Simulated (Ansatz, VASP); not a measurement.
## One calculation of MgO, two programs

```
Mg O
1.0
     5.52307    0.00000    0.00000
     0.00000    5.52307    0.00000
     0.00000    0.00000    5.52307
Mg O
6 6
Cartesian
  1.3808 -0.1314 2.7615
  0.0000 2.8929 1.3808
  2.7615 4.1423 0.0000
  4.1423 -0.1314 2.7615
  0.0000 2.8929 4.1423
  2.7615 1.3808 0.0000
  1.3808 2.6624 0.0000
  2.7615 0.0992 1.3808
  0.0000 4.1423 2.7615
  4.1423 2.6624 0.0000
  2.7615 0.0992 4.1423
  0.0000 1.3808 2.7615
```

Change from the starting cell: mode 14 frozen in at -0.058 Å and mode 24 at -0.144 Å (largest displacements).

Alike in both runs: task single point; functional LDA; k mesh 4 × 4 × 4; occupations gaussian, width 0.05 eV; no spin polarisation.

|  | VASP | Ansatz |
| --- | --- | --- |
| version | VASP 6.6.1 | Ansatz 0.2.0 |
| potentials or method | VASP PAW LDA potentials, release 64 (Mg, O), cutoff 520 eV | scalar-relativistic, plane waves, PAW |
| valence electrons in the cell | 48 | 96 |

|  | VASP | Ansatz | Ansatz less VASP |
| --- | --- | --- | --- |
| gap on the k mesh at the Fermi level (eV) | 2.46 | 2.48 | +0.020 |
| least direct gap on the mesh (eV) | 2.50 | 2.52 | +0.019 |
| pressure (GPa) | 0.1 | 0.7 | +0.65 |
| traceless stress, the component that is largest in VASP (GPa) | -0.79 | -0.80 | -0.012 |
| rms of the force components (eV/Å) | 1.062 | 1.039 | -0.0229 |

Ansatz warns that its potentials were made for another functional, while VASP's fit it. LDA's correlation is that of Perdew and Zunger in VASP and of Perdew and Wang (1992) in Ansatz. Atom by atom the forces differ by 0.023 eV/Å (rms over components). VASP's potentials hold 48 valence electrons a cell and Ansatz's 96, so a difference there can come from the potentials and not from the codes.
